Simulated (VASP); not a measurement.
## MgZn5O6: single point with PBE

MgZn5O6:

```
CELL_PARAMETERS angstrom
2.15952 -6.47923 0.00000
2.15952 6.47923 0.00000
0.00000 0.00000 4.31756
ATOMIC_POSITIONS crystal
Mg 0.00000 0.00000 0.00000
Zn 0.66763 0.33237 0.00000
Zn 0.33237 0.66763 0.00000
Zn 0.16645 0.83355 0.50000
Zn 0.50000 0.50000 0.50000
Zn 0.83355 0.16645 0.50000
O 0.00000 0.00000 0.50000
O 0.33260 0.66740 0.50000
O 0.66740 0.33260 0.50000
O 0.50000 0.50000 0.00000
O 0.83526 0.16474 0.00000
O 0.16474 0.83526 0.00000
```

```
Program             : VASP 6.6.1
Task                : single point
Functional          : PBE
Potentials or basis : VASP PAW PBE potentials, release 64 (Mg, Zn, O)
Cutoff              : 520 eV
k mesh              : 4 × 4 × 4
Occupations         : gaussian, width 0.1 eV
Spin                : no spin polarisation
```

```
Pressure               : 0.7 GPa
Largest force          : 0.042 eV/Å
Band gap on the k mesh : 0.96 eV (least direct gap 2.18 eV)
```

Forces on the atoms (eV/Å):
```
Mg   0.000  0.000  0.000
Zn   0.000  0.003  0.000
Zn   0.000 -0.003  0.000
Zn   0.000  0.005  0.000
Zn   0.000  0.000  0.000
Zn   0.000 -0.005  0.000
O    0.000  0.000  0.000
O    0.000 -0.001  0.000
O    0.000  0.001  0.000
O    0.000  0.000  0.000
O    0.000 -0.042  0.000
O    0.000  0.042  0.000
```

Levels at points of the mesh, in eV from the valence-band top:
```tsv
k point	band 47	band 48	band 49	band 50	band 51	band 52
(0.00, 0.00, 0.00)	-1.24	-1.23	-1.22	0.96	4.20	4.98
(0.50, 0.00, 0.00)	-1.05	-0.41	-0.14	4.94	5.15	6.54
(0.50, 0.50, 0.00)	-1.56	-1.35	-1.35	3.35	3.37	4.04
(0.00, 0.00, 0.50)	-0.65	-0.62	-0.61	4.71	4.95	7.31
(0.50, 0.00, 0.50)	-0.09	-0.05	0.00	5.42	5.56	6.28
(0.50, 0.50, 0.50)	-0.33	-0.31	-0.30	5.56	5.62	5.66
```

Wall time 5.9 min on 1 thread of Intel(R) Xeon(R) Platinum 8375C CPU @ 2.90GHz (Ice Lake), on a shared host, peak memory 0.35 GiB.

A k mesh can miss the band edges.
